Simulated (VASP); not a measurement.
CaTlH3, 5 atoms in the cell. The structure is cubic, space group Pm-3m (No. 221). Conventional cell: a = 4.120 Å, b = 4.120 Å, c = 4.120 Å, α = 90.00°, β = 90.00°, γ = 90.00°. Tl (site symmetry m-3m) has 12 H at 2.91 Å and 8 Ca at 3.57 Å within 3.8 Å. Ca (site symmetry m-3m) has 6 H at 2.06 Å within 2.7 Å. H (site symmetry 4/mmm) has 2 Ca at 2.06 Å within 2.7 Å.  This cell differs from its parent crystal: volume scaled by 0.944 of the coarse rest volume.

* Program: VASP 6.6.1
* Task: single point
* Functional: LDA
* Potentials or basis: VASP PAW LDA potentials, release 64 (Tl_d, Ca_sv, H)
* Cutoff: 520 eV
* k mesh: 10 × 10 × 10
* Occupations: fermi-dirac, width 0.15 eV
* Spin: no spin polarisation
* Dipole correction: no
* Further INCAR settings: ALGO = Normal; EDIFF = 1e-06; NBANDS = 21

Potentials or basis: VASP PAW LDA potentials, release 64 (Tl_d, Ca_sv, H).

Run with:

```sh
$ cat potpaw_LDA.64/Tl_d/POTCAR potpaw_LDA.64/Ca_sv/POTCAR potpaw_LDA.64/H/POTCAR > POTCAR
$ mpirun -np 1 vasp_std > vasp.out
```

Hardware: 1 thread of AMD EPYC 7R43 64-Core Processor (Zen 3), with other jobs on the host.

Q: Estimate the wall time of this run.

A: Wall time 59 s on 1 thread of AMD EPYC 7R43 64-Core Processor (Zen 3), on a shared host, peak memory 0.18 GiB. Counts: scf iterations 13, k points 56.
